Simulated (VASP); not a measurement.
Pt:

```
CELL_PARAMETERS angstrom
-1.57044 1.57044 1.57044
1.57044 -1.57044 1.57044
1.57044 1.57044 -1.57044
ATOMIC_POSITIONS crystal
Pt 0.00000 0.00000 0.00000
```

Base run:

```yaml
Program: VASP 6.6.1
Functional: r2SCAN
Potentials_or_basis: VASP PAW PBE potentials, release 64 (Pt)
Cutoff: 520 eV
k_mesh: 14 × 14 × 14
Occupations: fermi-dirac, width 0.1 eV
Spin: no spin polarisation
```

Its results: band gap on the k mesh zero (band 5 reaches 11.42 eV, above the bottom of band 6 at 9.01 eV); pressure 0.6 GPa.

Problem. After a change of settings the same cell gave: band gap on the k mesh zero (band 5 reaches 10.95 eV, above the bottom of band 6 at 9.14 eV); pressure -0.6 GPa. Which change was it?
A. k mesh from 14 × 14 × 14 to 23 × 23 × 23; further incar settings from ALGO = Normal; EDIFF = 1e-06; NBANDS = 11 to ALGO = Normal; EDIFF = 1e-07; NBANDS = 11
B. cutoff from 520 eV to 550 eV; k mesh from 14 × 14 × 14 to 7 × 7 × 7
C. k mesh from 14 × 14 × 14 to 16 × 16 × 16; further incar settings from ALGO = Normal; EDIFF = 1e-06; NBANDS = 11 to ALGO = Normal; EDIFF = 1e-07; NBANDS = 11

Solution. B.

Caveats: some runs use coarse meshes; the PAW data sets were made with another functional, which shifts forces and pressure a little; spin-orbit coupling is left out, which moves the levels of the heavy elements.
